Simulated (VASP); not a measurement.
Write the native input for VASP 6.6.1 that does the following.

```
Task                   : single point
Functional             : PBEsol
Potentials or basis    : VASP PAW PBE potentials, release 64 (Ag)
Cutoff                 : 520 eV
k mesh                 : 1 × 1 × 14
Occupations            : gaussian, width 0.05 eV
Spin                   : collinear spin
Starting moments       : [0.5, 0.5] μB
Dipole correction      : no
Further INCAR settings : ALGO = Normal; EDIFF = 1e-06; NBANDS = 22
```

The structure of Ag lies in POSCAR:

```
Ag
1.0
   10.2000000000      0.0000000000      0.0000000000
    0.0000000000      9.3000000000      0.0000000000
    0.0000000000      0.0000000000      4.6443807223
Ag
2
Direct
    0.4430835696      0.5000000000      0.0000000000
    0.5569164304      0.5000000000      0.5000000000
```

These files were run (other wordings do the same):

INCAR

```
ALGO = Normal
EDIFF = 1E-6
ENCUT = 520
GGA = PS
ISIF = 2
ISMEAR = 0
ISPIN = 2
LASPH = True
LCHARG = False
LMAXMIX = 4
LORBIT = 11
LREAL = False
LWAVE = False
MAGMOM = 0.5 0.5
NBANDS = 22
NELM = 150
PREC = Accurate
SIGMA = 0.05
```

KPOINTS

```
k-points
0
Gamma
  1 1 14
```

Potentials or basis: VASP PAW PBE potentials, release 64 (Ag).

The run is started by

```sh
$ cat potpaw_PBE.64/Ag/POTCAR > POTCAR
$ mpirun -np 1 vasp_std > vasp.out
```

Results of the run:

```yaml
Largest_force: 0.023 eV/Å
Band_gap_on_the_k_mesh: zero (filled and empty bands touch)
Net_moment: 0.00 μB per cell
Valence_electrons_inside_the_program's_atomic_spheres: Ag 9.80
```

Caveat: the PAW data sets were made with another functional, which shifts forces and pressure a little.

Wall time 6.8 min on 1 thread of AMD EPYC 7R13, on a shared host, peak memory 0.63 GiB.
